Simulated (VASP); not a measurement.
Crystal: LiBr.

```xyz
2
Lattice="0.0000 2.7396 2.7396 2.7396 0.0000 2.7396 2.7396 2.7396 0.0000" Properties=species:S:1:pos:R:3 pbc="T T T"
Li    0.0000    0.0000    0.0000
Br    2.7396    2.7396    2.7396
```

Base run:

```yaml
Program: VASP 6.6.1
Functional: PBE
Potentials_or_basis: VASP PAW PBE potentials, release 64 (Li_sv, Br)
Cutoff: 750 eV
k_mesh: 6 × 6 × 6
Occupations: gaussian, width 0.01 eV
Spin: no spin polarisation
```

Its results: band gap on the k mesh 4.99 eV; pressure 0.4 GPa.

Problem. The run is repeated on the same cell with these changes: functional from PBE to PBE-based screened hybrid with 35 % exact exchange; cutoff from 750 eV to 650 eV; k mesh from 6 × 6 × 6 to 4 × 4 × 4. What comes out?

Solution. Band gap on the k mesh 5.90 eV; pressure -0.1 GPa.

Several settings changed at once.

Caveats: some runs use coarse meshes; the PAW data sets were made with another functional, which shifts forces and pressure a little (at least some runs).

